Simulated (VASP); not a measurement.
Write the native input for VASP 6.6.1 that does the following.

| Item | Value |
| --- | --- |
| Task | single point |
| Functional | LDA |
| Potentials or basis | VASP PAW LDA potentials, release 64 (Mo_sv, Sb) |
| Cutoff | 520 eV |
| k mesh | 13 × 13 × 13 |
| Occupations | fermi-dirac, width 0.08 eV |
| Spin | no spin polarisation |
| Dipole correction | no |
| Further INCAR settings | ALGO = Normal; EDIFF = 1e-07; NBANDS = 16 |

The structure of SbMo (CsCl type) lies in POSCAR:

```
SbMo
1.0
    3.2628370853      0.0000000000      0.0000000000
    0.0000000000      3.2628370853      0.0000000000
    0.0000000000      0.0000000000      3.2628370853
Mo Sb
1 1
Direct
    0.0000000000      0.0000000000      0.0000000000
    0.5000000000      0.5000000000      0.5000000000
```

These files were run (other wordings do the same):

INCAR

```
PREC     = Accurate       # precision mode
ENCUT    = 520            # plane-wave cutoff, eV
EDIFF    = 1E-7           # SCF threshold, eV
ISMEAR   = -1             # smearing method
SIGMA    = 0.08           # smearing width, eV
LREAL    = F              # projectors in reciprocal space
LASPH    = T              # aspherical terms in the spheres
NELM     = 60             # most SCF steps
ALGO     = Normal         # electronic algorithm
ISIF     = 2              # what is computed and relaxed
LWAVE    = F              # write WAVECAR
LCHARG   = F              # write CHGCAR
GGA      = CA             # functional
NBANDS   = 16             # bands
```

KPOINTS

```
regular mesh
0
Gamma
  13 13 13
```

Potentials or basis: VASP PAW LDA potentials, release 64 (Mo_sv, Sb).

Command:

```sh
$ cat potpaw_LDA.64/Mo_sv/POTCAR potpaw_LDA.64/Sb/POTCAR > POTCAR
$ mpirun -np 1 vasp_std > vasp.out
```

It gave:

```
Pressure               : 0.6 GPa
Band gap on the k mesh : zero (an odd number of electrons rules out a gap without spin polarisation)
```

Caveat: spin-orbit coupling is left out, which moves the levels of the heavy elements.

It took 23 s on 1 thread of Intel(R) Xeon(R) Platinum 8259CL CPU @ 2.50GHz (Skylake/Cascade Lake), on a shared host, peak memory 0.16 GiB.
